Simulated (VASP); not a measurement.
Input of a VASP 6.6.1 run:

File INCAR:

```
SYSTEM = SnO
PREC = Accurate
ENCUT = 520
EDIFF = 1E-7
ISMEAR = 0
SIGMA = 0.05
LREAL = .False.
LASPH = .True.
NELM = 80
ALGO = Normal
ISIF = 2
LWAVE = .False.
LCHARG = .False.
LDIPOL = .True.
IDIPOL = 3
DIPOL = 0.5 0.5 0.390
GGA = PE
IVDW = 12
NBANDS = 50
```

Contents of KPOINTS:

```
regular mesh
0
Gamma
  7 7 1
  0 0 0
```

File POSCAR:

```
SnO
1.0
    3.8201634548      0.0000000000      0.0000000000
    0.0000000000      3.8201634548      0.0000000000
    0.0000000000      0.0000000000     22.2260811900
Sn O
4 4
Direct
    0.7500000000      0.2500000000      0.2024648413
    0.2500000000      0.7500000000      0.3086002074
    0.2500000000      1.2500000000      0.4715448103
   -0.2500000000      1.7500000000      0.5776803205
    0.2500000000      0.2500000000      0.2555464737
    0.7500000000      0.7500000000      0.2555904322
   -0.2500000000      1.2500000000      0.5245551179
    0.2500000000      1.7500000000      0.5245989564
```

Potentials or basis: VASP PAW PBE potentials, release 64 (Sn_d, O).

Launch:

```console
$ cat potpaw_PBE.64/Sn_d/POTCAR potpaw_PBE.64/O/POTCAR > POTCAR
$ mpirun -np 1 vasp_std > vasp.out
```

(1) Predict the largest force.

(2) Estimate the dispersion energy per atom.

(3) What does it give for the band gap on the k mesh?

Answers

(1) 0.097 eV/Å.

(2) -0.162 eV.

(3) 1.95 eV (least direct gap 2.13 eV).

Caveat: the cell differs from its parent crystal (layers slid over each other, then relaxed in part); spin-orbit coupling is left out, which moves the levels of the heavy elements.
